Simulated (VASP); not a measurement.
# TiSi2 in VASP: notebook, part 2 of 3

VASP 6.6.1. The steps go on from the part before.

## 4. Electric field gradients, PBE (equal xy, yz and zx shear strains of +2 %)

File INCAR:

```
PREC     = Accurate       # precision mode
ENCUT    = 520            # plane-wave cutoff, eV
EDIFF    = 1E-8           # SCF threshold, eV
ISMEAR   = -1             # smearing method
SIGMA    = 0.08           # smearing width, eV
LREAL    = False          # projectors in reciprocal space
LASPH    = True           # aspherical terms in the spheres
NELM     = 60             # most SCF steps
ALGO     = Normal         # electronic algorithm
ISIF     = 2              # what is computed and relaxed
LWAVE    = False          # write WAVECAR
LCHARG   = False          # write CHGCAR
GGA      = PE             # functional
LEFG     = True         
NBANDS   = 29             # bands
```

File KPOINTS:

```
regular mesh
0
Gamma
  8 8 8
```

File POSCAR:

```
TiSi2
1.0
    0.0837950000      4.1606150000      4.3026800000
    2.4291150000      0.0664800000      4.2853650000
    2.4276800000      4.1418650000      0.0650450000
Ti Si
2 4
Direct
    0.7500000000      0.7500000000      0.7500000000
    0.5000000000      0.5000000000      0.5000000000
    0.0830000000      0.4170000000      0.0830000000
    0.4170000000      0.0830000000      0.4170000000
    0.1670000000      0.8330000000      0.1670000000
    0.8330000000      0.1670000000      0.8330000000
```

Potentials or basis: VASP PAW PBE potentials, release 64 (Ti_sv, Si).

On the command line:

```bash
cat potpaw_PBE.64/Ti_sv/POTCAR potpaw_PBE.64/Si/POTCAR > POTCAR
mpirun -np 1 vasp_std > vasp.out
```

OUTCAR:

```text
PREC = Accurate
   ENCUT = 520
   EDIFF = 1E-8
   ISMEAR = -1
   LREAL = False
   LASPH = True
   NELM = 60
   ISIF = 2
   GGA = PE

 ion  position               nearest neighbor table
   1  0.750  0.750  0.750-   5 2.51   5 2.52   6 2.54   6 2.57   3 2.73   4 2.73   4 2.74   3 2.74
                             4 2.78   3 2.78
   2  0.500  0.500  0.500-   3 2.51   3 2.52   4 2.54   4 2.57   5 2.73   6 2.73   6 2.74   5 2.74
                             6 2.78   5 2.78
   3  0.083  0.417  0.083-   2 2.51   2 2.52   5 2.54   5 2.58   4 2.73   1 2.73   1 2.74   4 2.75
                             4 2.77   1 2.78
   4  0.417  0.083  0.417-   6 2.51   6 2.52   2 2.54   2 2.57   3 2.73   1 2.73   1 2.74   3 2.75
                             3 2.77   1 2.78
   5  0.167  0.833  0.167-   1 2.51   1 2.52   3 2.54   3 2.58   6 2.73   2 2.73   2 2.74   6 2.75
                             6 2.77   2 2.78
   6  0.833  0.167  0.833-   4 2.51   4 2.52   1 2.54   1 2.57   5 2.73   2 2.73   2 2.74   5 2.75
                             5 2.77   2 2.78

  Warning from LATTYP: Got some problem with cell dimensions!
  Tried to take original basis but could not verify dimensions!
  LATTYP: Found a triclinic cell.
 ALAT       =     8.4059036799
 B/A-ratio  =     0.5678719931
 C/A-ratio  =     0.6979433561
 COS(alpha) =     0.0004915865
 COS(beta)  =     0.3615841816
 COS(gamma) =     0.8619969697

  Lattice vectors:

 A1 = (  -7.2021150000,  -0.1142100000,  -4.3330950000)
 A2 = (  -4.7730000000,  -0.0477300000,  -0.0477300000)
 A3 = (  -0.0014350000,   4.0753850000,  -4.2203200000)

Analysis of symmetry for initial positions (statically):
=====================================================================
 Subroutine PRICEL returns:
 Original cell was already a primitive cell.

 Routine SETGRP: Setting up the symmetry group for a
 triclinic supercell.

 Subroutine GETGRP returns: Found  2 space group operations
 (whereof  1 operations were pure point group operations)
 out of a pool of  2 trial point group operations.

The static configuration has the point symmetry C_1 .
 The point group associated with its full space group is S_2 .

Analysis of symmetry for dynamics (positions and initial velocities):
=====================================================================
 Subroutine PRICEL returns:
 Original cell was already a primitive cell.

 Routine SETGRP: Setting up the symmetry group for a
 triclinic supercell.

 Subroutine GETGRP returns: Found  2 space group operations
 (whereof  1 operations were pure point group operations)
 out of a pool of  2 trial point group operations.

The dynamic configuration has the point symmetry C_1 .
 The point group associated with its full space group is S_2 .

 Subroutine INISYM returns: Found  2 space group operations
 (whereof  1 operations are pure point group operations),
 and found     1 'primitive' translations

----------------------------------------------------------------------------------------

                                     Primitive cell

  volume of cell :      83.7357

  direct lattice vectors                    reciprocal lattice vectors
     0.083795000  4.160615000  4.302680000    -0.211917640  0.122355089  0.118225204
     2.429115000  0.066480000  4.285365000     0.209593822 -0.124678907  0.116480430
     2.427680000  4.141865000  0.065045000     0.209512844  0.120529336 -0.120630001
[... 122 lines left out ...]
   LRPA    =     F    only Hartree local field effects (RPA)
 non-spin polarized calculation
  energy-cutoff  :      520.00
  volume of cell :       83.74
 maximum number of plane-waves:      2273
 NGX is ok and might be reduce to    48
   NGX = 23   NGY = 19   NGZ = 17

 number of electron      40.0000003 magnetization

 Free energy of the ion-electron system (eV)
  ---------------------------------------------------
  ext. energy  EPLUGINS =         0.00000000
  ---------------------------------------------------
  free energy    TOTEN  =       -40.66746335 eV

  energy without entropy =      -40.62387518  energy(sigma->0) =      -40.64566927

 E-fermi :  10.2282     XC(G=0): -11.7445

 val. band max:       10.2280494962   @ k =   0.1250   0.2500   0.2500
 cond. band min:      10.2339495108   @ k =   0.2500   0.3750   0.5000
 fundamental gap:      0.0059000146
 Fermi energy:        10.2282255731

 k-point     1 :       0.0000    0.0000    0.0000
  band No.  band energies     occupation
      1     -46.0316      2.00000
      2     -46.0025      2.00000
      3     -22.4207      2.00000
      4     -22.4028      2.00000
      5     -22.3256      2.00000
      6     -22.3198      2.00000
[... 757 lines left out ...]
     28      14.3775      0.00000
     29      14.4428      0.00000

 [... further k-points ...]

------------------------ aborting loop because EDIFF is reached ----------------------------------------

  FORCE on cell =-STRESS in cart. coord.  units (eV):
  Direction    XX          YY          ZZ          XY          YZ          ZX
  --------------------------------------------------------------------------------------
  -------------------------------------------------------------------------------------
  Total        1.6292314      1.0202435      1.1975170     -1.3618126     -0.9829069     -1.6366705
  in kB       31.1732815     19.5210682     22.9129723    -26.0565612    -18.8066796    -31.3156199
  external PRESSURE =      24.5357740 kB  Pullay stress =       0.0000000 kB

 VOLUME and BASIS-vectors are now :
 -----------------------------------------------------------------------------
  energy-cutoff  :      520.00
  volume of cell :       83.74
      direct lattice vectors                 reciprocal lattice vectors
     0.083795000  4.160615000  4.302680000    -0.211917640  0.122355089  0.118225204
     2.429115000  0.066480000  4.285365000     0.209593822 -0.124678907  0.116480430
     2.427680000  4.141865000  0.065045000     0.209512844  0.120529336 -0.120630001

 POSITION                                       TOTAL-FORCE (eV/Angst)
 -----------------------------------------------------------------------------------
      3.70544      6.27672      6.48982         0.126530      0.128352      0.102325
      2.47030      4.18448      4.32654        -0.126530     -0.128352     -0.102325
      1.22139      0.71683      2.14952         0.048511      0.264702     -0.022824
      1.24890      3.46765      2.17703         0.062390     -0.139765      0.082234
      2.44287      1.44189      4.29912        -0.048511     -0.264702      0.022824
      2.49772      6.92707      4.35397        -0.062390      0.139765     -0.082234
 -----------------------------------------------------------------------------------
    total drift:                               -0.000000     -0.000000     -0.000000

  FREE ENERGIE OF THE ION-ELECTRON SYSTEM (eV)
  ---------------------------------------------------
  free  energy   TOTEN  =       -40.6674633540 eV

  energy  without entropy=      -40.6238751809  energy(sigma->0) =      -40.64566927

 Electric field gradients (V/A^2)
---------------------------------------------------------------------
 ion       V_xx      V_yy      V_zz      V_xy      V_xz      V_yz
---------------------------------------------------------------------
   1      -2.574    10.493    -7.919     5.281     5.446     3.428
   2      -2.574    10.493    -7.919     5.281     5.446     3.428
   3       2.066    13.538   -15.604     2.552    29.830     0.689
   4       0.730    12.338   -13.069     1.819   -24.759     0.993
   5       2.066    13.538   -15.604     2.552    29.830     0.689
   6       0.730    12.338   -13.069     1.819   -24.759     0.993
---------------------------------------------------------------------

 Electric field gradients after diagonalization (V/A^2)
 (convention: |V_zz| > |V_xx| > |V_yy|)
----------------------------------------------------------------------
 ion       V_xx      V_yy      V_zz     asymmetry (V_yy - V_xx)/ V_zz
----------------------------------------------------------------------
   1     -11.313    -2.282    13.595       0.664
   2     -11.313    -2.282    13.595       0.664
   3      24.875    13.023   -37.898       0.313
   4      19.633    12.319   -31.952       0.229
   5      24.875    13.023   -37.898       0.313
   6      19.633    12.319   -31.952       0.229
----------------------------------------------------------------------

           NMR quadrupolar parameters

 Cq : quadrupolar parameter    Cq=e*Q*V_zz/h
 eta: asymmetry parameters     (V_yy - V_xx)/ V_zz
 Q  : nuclear electric quadrupole moment in mb (millibarn)
----------------------------------------------------------------------
 ion       Cq(MHz)       eta       Q (mb)
----------------------------------------------------------------------
   1       0.033       0.664       1.000
   2       0.033       0.664       1.000
   3      -0.092       0.313       1.000
   4      -0.077       0.229       1.000
   5      -0.092       0.313       1.000
   6      -0.077       0.229       1.000
----------------------------------------------------------------------
```

Run time: 25 min. Hardware: 1 thread of Oxide Virtual Turin-like, shared host; peak memory 0.59 GiB.

What came out:

- Free energy: -40.6675 eV
- Pressure: 2.5 GPa
- Largest force: 0.270 eV/Å
- Band gap on the k mesh: zero (bands 20 and 21 overlap by 1.83 eV)
- Largest electric field gradient by atom: Ti +13.6; Si -37.9, -32.0 (each value once) V/Å²

Forces in eV/Å, atoms in the order of the input:
```
Ti   0.127  0.128  0.102
Ti  -0.127 -0.128 -0.102
Si   0.049  0.265 -0.023
Si   0.062 -0.140  0.082
Si  -0.049 -0.265  0.023
Si  -0.062  0.140 -0.082
```

Levels at points of the mesh, in eV from the Fermi level:
| k point | band 18 | band 19 | band 20 | band 21 | band 22 | band 23 |
| --- | --- | --- | --- | --- | --- | --- |
| (0.00, 0.00, 0.00) | -1.92 | -1.71 | -1.49 | -0.93 | 2.01 | 3.18 |
| (0.50, 0.00, 0.00) | -1.05 | -0.01 | 0.25 | 1.06 | 1.38 | 1.93 |
| (0.00, 0.50, 0.00) | -1.00 | -0.08 | 0.12 | 1.06 | 1.34 | 1.59 |
| (0.50, 0.50, 0.00) | -1.54 | -1.07 | -1.00 | 0.79 | 0.82 | 3.15 |
| (0.00, 0.00, 0.50) | -1.15 | -0.14 | 0.13 | 1.08 | 1.41 | 1.68 |
| (0.50, 0.00, 0.50) | -2.35 | -0.89 | -0.82 | 1.24 | 1.27 | 3.22 |
| (0.00, 0.50, 0.50) | -1.22 | -0.65 | -0.64 | 0.88 | 0.96 | 2.23 |
| (0.50, 0.50, 0.50) | -1.16 | 0.00 | 0.11 | 0.92 | 1.27 | 1.84 |

Electric field gradients, principal values (V/Å²):
| atom | least | middle | greatest (by size) |
| --- | --- | --- | --- |
| 1 Ti | -2.282 | -11.313 | 13.595 |
| 2 Ti | -2.282 | -11.313 | 13.595 |
| 3 Si | 13.023 | 24.875 | -37.898 |
| 4 Si | 12.319 | 19.633 | -31.952 |
| 5 Si | 13.023 | 24.875 | -37.898 |
| 6 Si | 12.319 | 19.633 | -31.952 |

Caveat: the cell differs from its parent crystal (equal xy, yz and zx shear strains of +2 %); without QUAD_EFG the Cq values of the log hold for a quadrupole moment of 1 mb, not for the nuclei.

(Part 2 of 3 ends here.)
